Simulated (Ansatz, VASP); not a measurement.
Two plane-wave programs on HCl

```
H Cl
1.0
     0.00000    2.60062    2.66906
     2.60062    0.00000    2.66906
     2.60062    2.60062    0.00000
H Cl
1 1
Direct
  0.00000 0.00000 0.00000
  0.50000 0.50000 0.50000
```

Change from the starting cell: strain -0.050 along x and y, -0.025 along z, atoms carried along.

Alike in both runs: task single point; functional PBEsol; k mesh 16 × 16 × 16; occupations gaussian, width 0.15 eV; no spin polarisation.

|  | VASP | Ansatz |
| --- | --- | --- |
| version | VASP 6.6.1 | Ansatz 0.2.0 |
| potentials or method | VASP PAW PBE potentials, release 64 (H, Cl), cutoff 520 eV | scalar-relativistic, plane waves, PAW |
| valence electrons in the cell | 8 | 8 |

```tsv
	VASP	Ansatz	Ansatz less VASP
gap on the k mesh at the Fermi level (eV)	none	none	-
pressure (GPa)	-11.1	-11.1	+0.07
traceless stress, the component that is largest in VASP (GPa)	1.47	1.47	-0.005
```

VASP's potentials were made for PBE, not for PBEsol. A gap of «none» marks a metal or a gap that the smearing closes.
